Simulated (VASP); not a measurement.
Wanted: the native input for a VASP 6.6.1 run.

```
Task                   : relaxation of the atoms
Functional             : r2SCAN
Potentials or basis    : VASP PAW PBE potentials, release 64 (Pb_d, F)
Cutoff                 : 520 eV
k mesh                 : 8 × 8 × 8
Occupations            : fermi-dirac, width 0.02 eV
Spin                   : no spin polarisation
Dipole correction      : no
Further INCAR settings : ALGO = Normal; EDIFF = 1e-06; IBRION = 2; EDIFFG = -0.01; NSW = 50
```

Crystal: PbF2.

```
Pb F
1.0
     0.00000    3.01895    3.01895
     3.01895    0.00000    3.01895
     3.01895    3.01895    0.00000
Pb F
1 2
Direct
  0.00000 0.00000 0.00000
  0.25000 0.25000 0.25000
  0.75000 0.75000 0.75000
```

The input as run:

POSCAR

```
PbF2
1.0
    0.0000000000      3.0189493500      3.0189493500
    3.0189493500      0.0000000000      3.0189493500
    3.0189493500      3.0189493500      0.0000000000
Pb F
1 2
Direct
    0.0000000000      0.0000000000      0.0000000000
    0.2500000000      0.2500000000      0.2500000000
    0.7500000000      0.7500000000      0.7500000000
```

INCAR.step1

```
SYSTEM = PbF2
ALGO = Normal
EDIFF = 1E-4
ENCUT = 520
GGA = PE
ISMEAR = -1
LASPH = .TRUE.
LCHARG = .FALSE.
LREAL = .FALSE.
LWAVE = .TRUE.
NELM = 100
PREC = Accurate
SIGMA = 0.02
```

INCAR.step2

```
SYSTEM = PbF2
ALGO = Normal
EDIFF = 1E-6
EDIFFG = -0.01
ENCUT = 520
IBRION = 2
ISIF = 2
ISMEAR = -1
ISTART = 1
LASPH = .TRUE.
LCHARG = .FALSE.
LMIXTAU = .TRUE.
LREAL = .FALSE.
LWAVE = .FALSE.
METAGGA = R2SCAN
NELM = 100
NSW = 50
PREC = Accurate
SIGMA = 0.02
```

KPOINTS

```
k-points
0
G
  8 8 8
  0 0 0
```

Potentials or basis: VASP PAW PBE potentials, release 64 (Pb_d, F).

The run is started by

```bash
$ cat potpaw_PBE.64/Pb_d/POTCAR potpaw_PBE.64/F/POTCAR > POTCAR
$ cp INCAR.step1 INCAR
$ mpirun -np 1 vasp_std > vasp.out
$ cp INCAR.step2 INCAR
$ mpirun -np 1 vasp_std > vasp.out
```

It gave:

```yaml
Pressure_after_relaxing: -4.1 GPa
Band_gap_on_the_k_mesh: 4.94 eV (least direct gap 5.08 eV)
```

Caveat: the relaxation stopped at its first step, so nothing moved; the PAW data sets were made with another functional, which shifts forces and pressure a little; spin-orbit coupling is left out, which moves the levels of the heavy elements.

It took 100 s on 1 thread of Intel Xeon 8259CL (shared host), peak memory 0.2 GiB.
